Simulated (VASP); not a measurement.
# WC (P-6m2) in VASP: a series of runs

Runs on WC. Level: PBE. Tasks: single point.

Everything below comes from runs of VASP 6.6.1. Logs are shortened: lines on timing, memory, paths and dates and some standing lists are left out, and cuts for length are marked.

### Step 1. The cell of the first run

Symmetry: P-6m2, No. 187, hexagonal system. The conventional cell has a = 2.922 Å, b = 2.922 Å, c = 2.846 Å, α = 90.00°, β = 90.00°, γ = 120.00°. W (site symmetry -6m2) has 6 C at 2.21 Å and 8 W at 2.85 to 2.92 Å within 3.0 Å. C (site symmetry -6m2) has 6 W at 2.21 Å and 8 C at 2.85 to 2.92 Å within 3.0 Å.

### Step 2. Single point, PBE

Input file INCAR:

```
SYSTEM = WC
PREC     = Accurate       ! precision mode
ENCUT    = 600            ! plane-wave cutoff, eV
EDIFF    = 1E-6           ! SCF threshold, eV
ISMEAR   = 0              ! smearing method
SIGMA    = 0.1            ! smearing width, eV
LREAL    = .FALSE.        ! projectors in reciprocal space
LASPH    = .TRUE.         ! aspherical terms in the spheres
NELM     = 120            ! most SCF steps
ALGO     = Normal         ! electronic algorithm
ISIF     = 2              ! what is computed and relaxed
LWAVE    = .FALSE.        ! write WAVECAR
LCHARG   = .TRUE.         ! write CHGCAR
GGA      = PE             ! functional
LELF     = .TRUE.         ! ELF
LVHAR    = .TRUE.       
NBANDS   = 16             ! bands
GGA_COMPAT= .FALSE.
```

Input file KPOINTS:

```
regular mesh
0
G
  9 9 8
  0 0 0
```

Input file POSCAR:

```
WC
1.0
    2.9224655578      0.0000000000      0.0000000000
   -1.4612327789      2.5309294148      0.0000000000
    0.0000000000      0.0000000000      2.8463897384
W C
1 1
Direct
    0.0000000000      0.0000000000      0.0000000000
    0.6666666667      0.3333333333      0.5000000000
```

Potentials or basis: VASP PAW PBE potentials, release 64 (W_sv, C).

Command:

```sh
$ cat potpaw_PBE.64/W_sv/POTCAR potpaw_PBE.64/C/POTCAR > POTCAR
$ mpirun -np 1 vasp_std > vasp.out
```

OUTCAR:

```text
SYSTEM = WC
   PREC = Accurate
   ENCUT = 600
   EDIFF = 1E-6
   ISMEAR = 0
   LREAL = .FALSE.
   LASPH = .TRUE.
   NELM = 120
   ISIF = 2
   GGA = PE

 ion  position               nearest neighbor table
   1  0.000  0.000  0.000-   2 2.21   2 2.21   2 2.21   2 2.21   2 2.21   2 2.21
   2  0.667  0.333  0.500-   1 2.21   1 2.21   1 2.21   1 2.21   1 2.21   1 2.21

  LATTYP: Found a hexagonal cell.
 ALAT       =     2.9224655578
 C/A-ratio  =     0.9739686173

  Lattice vectors:

 A1 = (   2.9224655578,   0.0000000000,   0.0000000000)
 A2 = (  -1.4612327789,   2.5309294148,   0.0000000000)
 A3 = (   0.0000000000,   0.0000000000,   2.8463897384)

Analysis of symmetry for initial positions (statically):
=====================================================================
 Subroutine PRICEL returns:
 Original cell was already a primitive cell.

 Routine SETGRP: Setting up the symmetry group for a
 hexagonal supercell.

 Subroutine GETGRP returns: Found 12 space group operations
 (whereof 12 operations were pure point group operations)
 out of a pool of 24 trial point group operations.

The static configuration has the point symmetry D_3h.

Analysis of symmetry for dynamics (positions and initial velocities):
=====================================================================
 Subroutine PRICEL returns:
 Original cell was already a primitive cell.

 Routine SETGRP: Setting up the symmetry group for a
 hexagonal supercell.

 Subroutine GETGRP returns: Found 12 space group operations
 (whereof 12 operations were pure point group operations)
 out of a pool of 24 trial point group operations.

The dynamic configuration has the point symmetry D_3h.

 Subroutine INISYM returns: Found 12 space group operations
 (whereof 12 operations are pure point group operations),
 and found     1 'primitive' translations

----------------------------------------------------------------------------------------

                                     Primitive cell

  volume of cell :      21.0535

  direct lattice vectors                    reciprocal lattice vectors
     2.922465558  0.000000000  0.000000000     0.342176830  0.197555885  0.000000000
    -1.461232779  2.530929415  0.000000000     0.000000000  0.395111770  0.000000000
     0.000000000  0.000000000  2.846389738     0.000000000  0.000000000  0.351322233

  length of vectors
     2.922465558  2.922465558  2.846389738     0.395111770  0.395111770  0.351322233

  position of ions in fractional coordinates (direct lattice)
     0.000000000  0.000000000  0.000000000
     0.666666667  0.333333333  0.500000000

  ion indices of the primitive-cell ions
   primitive index   ion index
                 1           1
                 2           2

----------------------------------------------------------------------------------------

 KPOINTS: regular mesh

Automatic generation of k-mesh.
 Grid dimensions read from file:
 generate k-points for:    9    9    8

 Generating k-lattice:

  Cartesian coordinates                     Fractional coordinates (reciprocal lattice)
     0.038019648  0.021950654  0.000000000     0.111111111  0.000000000  0.000000000
     0.000000000  0.043901308  0.000000000     0.000000000  0.111111111  0.000000000
     0.000000000  0.000000000  0.043915279     0.000000000  0.000000000  0.125000000

  Length of vectors
     0.043901308  0.043901308  0.043915279

  Shift w.r.t. Gamma in fractional coordinates (k-lattice)
     0.000000000  0.000000000  0.000000000

 Subroutine IBZKPT returns following result:
 ===========================================

 Found     60 irreducible k-points:

 Following reciprocal coordinates:
            Coordinates               Weight
  0.000000  0.000000  0.000000      1.000000
  0.111111 -0.000000  0.000000      6.000000
  0.222222  0.000000  0.000000      6.000000
  0.333333  0.000000  0.000000      6.000000
  0.444444  0.000000  0.000000      6.000000
  0.111111  0.111111  0.000000      6.000000
[... 16 lines left out ...]
  0.333333  0.222222  0.125000     24.000000
  0.333333  0.333333  0.125000      4.000000
 [... further k-points ...]
   k-points           NKPTS =     60   k-points in BZ     NKDIM =     60   number of bands    NBANDS=     16
   number of dos      NEDOS =    301   number of ions     NIONS =      2
   total plane-waves  NPLWV =  13824
   dimension x,y,z NGX =    24 NGY =   24 NGZ =   24
   dimension x,y,z NGXF=    48 NGYF=   48 NGZF=   48
   ions per type =               1   1
   NGX,Y,Z   is equivalent  to a cutoff of  13.65, 13.65, 14.02 a.u.
   NGXF,Y,Z  is equivalent  to a cutoff of  27.31, 27.31, 28.03 a.u.
 SYSTEM =  WC
   PREC   = accura    normal or accurate (medium, high low for compatibility)
   ISTART =      0    job   : 0-new  1-cont  2-samecut
   ICHARG =      2    charge: 1-file 2-atom 10-const
   ISPIN  =      1    spin polarized calculation?
   LNONCOLLINEAR =      F non collinear calculations
   LSORBIT =      F    spin-orbit coupling
   LASPH  =      T    aspherical Exc in radial PAW
   ENCUT  =  600.0 eV  44.10 Ry    6.64 a.u.   5.84  5.84  5.68*2*pi/ulx,y,z
   NELM   =    120;   NELMIN=  2; NELMDL= -5     # of ELM steps
   EDIFF  = 0.1E-05   stopping-criterion for ELM
   LREAL  =      F    real-space projection
   EDIFFG = 0.1E-04   stopping-criterion for IOM
   NSW    =      0    number of steps for IOM
   IBRION =     -1    ionic relax: 0-MD 1-quasi-New 2-CG
   NFREE  =      0    steps in history (QN), initial steepest desc. (CG)
   ISIF   =      2    stress and relaxation
   ISYM   =      2    0-nonsym 1-usesym 2-fastsym
   POTIM  = 0.5000    time-step for ionic-motion
   TEBEG  =    0.0;   TEEND  =   0.0 temperature during run
   PSTRESS=    0.0 pullay stress
   NELECT =      18.0000    total number of electrons
   NUPDOWN=      -1.0000    fix difference up-down
   EMIN   =  10.00;   EMAX   =-10.00  energy-range for DOS
   EFERMI =   0.00;   METHOD = LEGACY
   ISMEAR =     0;   SIGMA  =   0.10  broadening in eV -4-tet -1-fermi 0-gaus
   EFERMI_NEDOS =   21; number of points for ismear=-14 and -15
   IALGO  =     38    algorithm
   IMIX   =      4    mixing-type and parameters
     AMIX     =   0.40;   BMIX     =  1.00
     AMIX_MAG =   1.60;   BMIX_MAG =  1.00
  volume/ion in A,a.u.               =      10.53        71.04
  Fermi-wavevector in a.u.,A,eV,Ry     =   1.553786  2.936229 32.847857  2.414249
  Thomas-Fermi vector in A             =   2.657966
   LORBIT       =      0    0 simple, 1 ext, 2 COOP (PROOUT), +10 PAW based schemes
   GGA     = PE    functional components
   LHFCALC =     F    Hartree Fock is set to
   AEXX    =    0.0000 exact exchange contribution
   IVDW    =     0    specifies the selected vdW correction
   LEPSILON=     F    determine dielectric tensor
   LRPA    =     F    only Hartree local field effects (RPA)
 non-spin polarized calculation
 Gauss-broadening in eV      SIGMA  =   0.10
  energy-cutoff  :      600.00
  volume of cell :       21.05
 maximum number of plane-waves:       720
 NGX is ok and might be reduce to    24
   NGX = 11   NGY = 11   NGZ = 11

 number of electron      18.0000000 magnetization

 Free energy of the ion-electron system (eV)
  ---------------------------------------------------
  ext. energy  EPLUGINS =         0.00000000
  ---------------------------------------------------
  free energy    TOTEN  =       -22.45074954 eV

  energy without entropy =      -22.44830512  energy(sigma->0) =      -22.44952733

 E-fermi :  10.8584     XC(G=0): -13.7196

 val. band max:       10.7960937897   @ k =   0.1111  -0.0000   0.3750
 cond. band min:      10.8602112074   @ k =   0.4444   0.0000   0.5000
 fundamental gap:      0.0641174177
 Fermi energy:        10.8583796806

 k-point     1 :       0.0000    0.0000    0.0000
  band No.  band energies     occupation
      1     -63.1527      2.00000
      2     -27.1384      2.00000
      3     -27.0354      2.00000
      4     -27.0354      2.00000
      5      -3.4736      2.00000
      6       6.6455      2.00000
[... 8 lines left out ...]
     15      25.0883      0.00000
     16      27.4590      0.00000

 k-point     2 :       0.1111   -0.0000    0.0000
  band No.  band energies     occupation
      1     -63.1464      2.00000
      2     -27.1297      2.00000
      3     -27.1263      2.00000
      4     -27.0568      2.00000
      5      -3.1604      2.00000
      6       6.6369      2.00000
[... 8 lines left out ...]
     15      24.6045      0.00000
     16      28.1154      0.00000

 k-point     3 :       0.2222    0.0000    0.0000
  band No.  band energies     occupation
      1     -63.1304      2.00000
      2     -27.3626      2.00000
      3     -27.1107      2.00000
      4     -27.0955      2.00000
      5      -2.3153      2.00000
      6       5.7054      2.00000
[... 8 lines left out ...]
     15      24.5894      0.00000
     16      29.0879      0.00000

 k-point     4 :       0.3333    0.0000    0.0000
  band No.  band energies     occupation
      1     -63.1123      2.00000
      2     -27.6183      2.00000
      3     -27.1712      2.00000
      4     -27.0603      2.00000
      5      -1.2087      2.00000
      6       4.6611      2.00000
[... 8 lines left out ...]
     15      25.6331      0.00000
     16      27.3938      0.00000
[... 324 lines left out ...]
 k-point    22 :       0.2222    0.2222    0.1250
  band No.  band energies     occupation
      1     -63.0987      2.00000
      2     -27.6166      2.00000
      3     -27.2898      2.00000
      4     -27.1456      2.00000
      5      -0.4685      2.00000
      6       4.7965      2.00000
[... 8 lines left out ...]
     15      25.0685      0.00000
     16      27.2490      0.00000

 k-point    23 :       0.3333    0.2222    0.1250
  band No.  band energies     occupation
      1     -63.0896      2.00000
      2     -27.6734      2.00000
      3     -27.3893      2.00000
      4     -27.1265      2.00000
      5       0.2142      2.00000
      6       4.5415      2.00000
[... 8 lines left out ...]
     15      24.7717      0.00000
     16      27.6060      0.00000

 k-point    24 :       0.3333    0.3333    0.1250
  band No.  band energies     occupation
      1     -63.0865      2.00000
      2     -27.5846      2.00000
      3     -27.5347      2.00000
      4     -27.1199      2.00000
      5       0.4784      2.00000
      6       4.9467      2.00000
[... 8 lines left out ...]
     15      25.6931      0.00000
     16      26.4786      0.00000

 [... further k-points ...]

------------------------ aborting loop because EDIFF is reached ----------------------------------------

  FORCE on cell =-STRESS in cart. coord.  units (eV):
  Direction    XX          YY          ZZ          XY          YZ          ZX
  --------------------------------------------------------------------------------------
  -------------------------------------------------------------------------------------
  Total        0.1235242      0.1235242      0.1498377      0.0000000      0.0000000      0.0000000
  in kB        9.4002348      9.4002348     11.4027078      0.0000000      0.0000000      0.0000000
  external PRESSURE =      10.0677258 kB  Pullay stress =       0.0000000 kB

 VOLUME and BASIS-vectors are now :
 -----------------------------------------------------------------------------
  energy-cutoff  :      600.00
  volume of cell :       21.05
      direct lattice vectors                 reciprocal lattice vectors
     2.922465558  0.000000000  0.000000000     0.342176830  0.197555885  0.000000000
    -1.461232779  2.530929415  0.000000000     0.000000000  0.395111770  0.000000000
     0.000000000  0.000000000  2.846389738     0.000000000  0.000000000  0.351322233

 POSITION                                       TOTAL-FORCE (eV/Angst)
 -----------------------------------------------------------------------------------
      0.00000      0.00000      0.00000         0.000000      0.000000      0.000000
      1.46123      0.84364      1.42319        -0.000000     -0.000000      0.000000
 -----------------------------------------------------------------------------------
    total drift:                                0.000000     -0.000000      0.000000

  FREE ENERGIE OF THE ION-ELECTRON SYSTEM (eV)
  ---------------------------------------------------
  free  energy   TOTEN  =       -22.4507495388 eV

  energy  without entropy=      -22.4483051205  energy(sigma->0) =      -22.44952733
```

It took 7.5 s on 1 thread of Intel Xeon 6975P-C (Granite Rapids), shared host; peak memory 0.15 GiB.

What came out:

| Quantity | Value |
| --- | --- |
| Free energy | -22.4507 eV |
| Pressure | 1.0 GPa |
| Band gap on the k mesh | zero (bands 9 and 10 overlap by 1.19 eV) |

Caveat: spin-orbit coupling is left out, which moves the levels of the heavy elements.

### Step 3. Single point, PBE

Input file INCAR:

```
PREC     = Accurate       # precision mode
ENCUT    = 600            # plane-wave cutoff, eV
EDIFF    = 1E-6           # SCF threshold, eV
ISMEAR   = 0              # smearing method
SIGMA    = 0.1            # smearing width, eV
LREAL    = F              # projectors in reciprocal space
LASPH    = T              # aspherical terms in the spheres
NELM     = 120            # most SCF steps
ALGO     = Normal         # electronic algorithm
ISIF     = 2              # what is computed and relaxed
LWAVE    = F              # write WAVECAR
LCHARG   = F              # write CHGCAR
GGA      = PE             # functional
NBANDS   = 16             # bands
GGA_COMPAT= F
```

Input file KPOINTS:

```
Automatic mesh
0
Gamma
  18 18 14
```

Input file POSCAR:

```
WC
1.0
    2.9218847919      0.0000000000      0.0000000000
   -1.4609423960      2.5304264567      0.0000000000
    0.0000000000      0.0000000000      2.8472479455
W C
1 1
Direct
    0.0000000000      0.0000000000      0.0000000000
    0.6666666667      0.3333333333      0.5000000000
```

Potentials or basis: VASP PAW PBE potentials, release 64 (W_sv, C).

Command:

```sh
$ cat potpaw_PBE.64/W_sv/POTCAR potpaw_PBE.64/C/POTCAR > POTCAR
$ mpirun -np 1 vasp_std > vasp.out
```

OUTCAR:

```text
PREC = Accurate
   ENCUT = 600
   EDIFF = 1E-6
   ISMEAR = 0
   LREAL = F
   LASPH = T
   NELM = 120
   ISIF = 2
   GGA = PE

 ion  position               nearest neighbor table
   1  0.000  0.000  0.000-   2 2.21   2 2.21   2 2.21   2 2.21   2 2.21   2 2.21
   2  0.667  0.333  0.500-   1 2.21   1 2.21   1 2.21   1 2.21   1 2.21   1 2.21

  LATTYP: Found a hexagonal cell.
 ALAT       =     2.9218847919
 C/A-ratio  =     0.9744559243

  Lattice vectors:

[... 641 lines left out ...]

 [... further k-points ...]

------------------------ aborting loop because EDIFF is reached ----------------------------------------

  FORCE on cell =-STRESS in cart. coord.  units (eV):
  Direction    XX          YY          ZZ          XY          YZ          ZX
  --------------------------------------------------------------------------------------
  -------------------------------------------------------------------------------------
  Total        0.1092791      0.1092791      0.1438680     -0.0000000     -0.0000000      0.0000000
  in kB        8.3169752      8.3169752     10.9494569     -0.0000000     -0.0000000      0.0000000
  external PRESSURE =       9.1944691 kB  Pullay stress =       0.0000000 kB

 VOLUME and BASIS-vectors are now :
 -----------------------------------------------------------------------------
  energy-cutoff  :      600.00
  volume of cell :       21.05
      direct lattice vectors                 reciprocal lattice vectors
     2.921884792  0.000000000  0.000000000     0.342244842  0.197595152  0.000000000
    -1.460942396  2.530426457  0.000000000     0.000000000  0.395190304  0.000000000
     0.000000000  0.000000000  2.847247945     0.000000000  0.000000000  0.351216339

 POSITION                                       TOTAL-FORCE (eV/Angst)
 -----------------------------------------------------------------------------------
      0.00000      0.00000      0.00000        -0.000000      0.000000      0.000000
      1.46094      0.84348      1.42362         0.000000     -0.000000      0.000000
 -----------------------------------------------------------------------------------
    total drift:                                0.000000     -0.000000      0.000000

  FREE ENERGIE OF THE ION-ELECTRON SYSTEM (eV)
  ---------------------------------------------------
  free  energy   TOTEN  =       -22.4508572564 eV

  energy  without entropy=      -22.4494640239  energy(sigma->0) =      -22.45016064
```

OSZICAR:

```text
N       E                     dE             d eps       ncg     rms          rms(c)
DAV:   1     0.119246633252E+03    0.11925E+03   -0.10273E+04  9504   0.138E+03
DAV:   2    -0.220020354974E+02   -0.14125E+03   -0.13656E+03 11264   0.357E+02
DAV:   3    -0.255121241257E+02   -0.35101E+01   -0.34967E+01 10464   0.527E+01
DAV:   4    -0.255315530390E+02   -0.19429E-01   -0.19428E-01 12376   0.444E+00
DAV:   5    -0.255317013615E+02   -0.14832E-03   -0.14832E-03 10528   0.370E-01    0.315E+01
DAV:   6    -0.225397075581E+02    0.29920E+01   -0.58374E+00 11536   0.259E+01    0.814E+00
DAV:   7    -0.224793339199E+02    0.60374E-01   -0.43731E-01  9920   0.511E+00    0.605E+00
DAV:   8    -0.224520959900E+02    0.27238E-01   -0.67632E-02 10728   0.224E+00    0.105E+00
DAV:   9    -0.224509265118E+02    0.11695E-02   -0.30879E-03 10384   0.445E-01    0.125E-01
DAV:  10    -0.224508586165E+02    0.67895E-04   -0.31111E-04 11448   0.199E-01    0.609E-02
DAV:  11    -0.224508579775E+02    0.63904E-06   -0.11843E-05 10736   0.317E-02    0.100E-02
DAV:  12    -0.224508572564E+02    0.72111E-06   -0.26237E-06 10368   0.151E-02
   1 F= -.22450857E+02 E0= -.22450161E+02  d E =-.139323E-02
```

Run time: 29 s. Hardware: 1 thread of Intel Xeon 6975P-C (Granite Rapids), shared host; peak memory 0.24 GiB.

Results:

```
Free energy            : -22.4509 eV
Pressure               : 0.9 GPa
Band gap on the k mesh : zero (bands 9 and 10 overlap by 1.20 eV)
```

Stress tensor (GPa, compression positive):
```
0.83 0.00 0.00
0.00 0.83 0.00
0.00 0.00 1.09
```

Caveat: spin-orbit coupling is left out, which moves the levels of the heavy elements.

[end of part 1 of 2]

The gap in the log of VASP goes by the Fermi energy; the results here count the filled bands.